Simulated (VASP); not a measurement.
AlN, 4 atoms in the cell. It takes space group P6_3mc (No. 186, hexagonal). Conventional cell: a = 3.114 Å, b = 3.114 Å, c = 4.983 Å, α = 90.00°, β = 90.00°, γ = 120.00°. Within 2.6 Å of Al (site symmetry 3m) lie 5 N at 1.80 to 2.55 Å. Within 2.6 Å of N (site symmetry 3m) lie 5 Al at 1.80 to 2.55 Å.  This cell differs from its parent crystal: atoms moved along the polar distortion.

* Program: VASP 6.6.1
* Task: single point
* Functional: PBEsol
* Potentials or basis: VASP PAW PBE potentials, release 64 (Al, N)
* Cutoff: 520 eV
* k mesh: 12 × 12 × 8
* Occupations: gaussian, width 0.01 eV
* Spin: no spin polarisation
* Dipole correction: no
* Further INCAR settings: ALGO = Normal; EDIFF = 1e-07; NBANDS = 16

Potentials or basis: VASP PAW PBE potentials, release 64 (Al, N).

Launch:

```console
$ cat potpaw_PBE.64/Al/POTCAR potpaw_PBE.64/N/POTCAR > POTCAR
$ mpirun -np 1 vasp_std > vasp.out
```

Hardware: 1 thread of Intel Xeon 8259CL, with other jobs on the host.

Task: How long does it take, and how much memory?

Result: Run time: 69 s on 1 thread of Intel Xeon 8259CL, on a shared host, peak memory 0.19 GiB. Counts: scf iterations 14, k points 95.
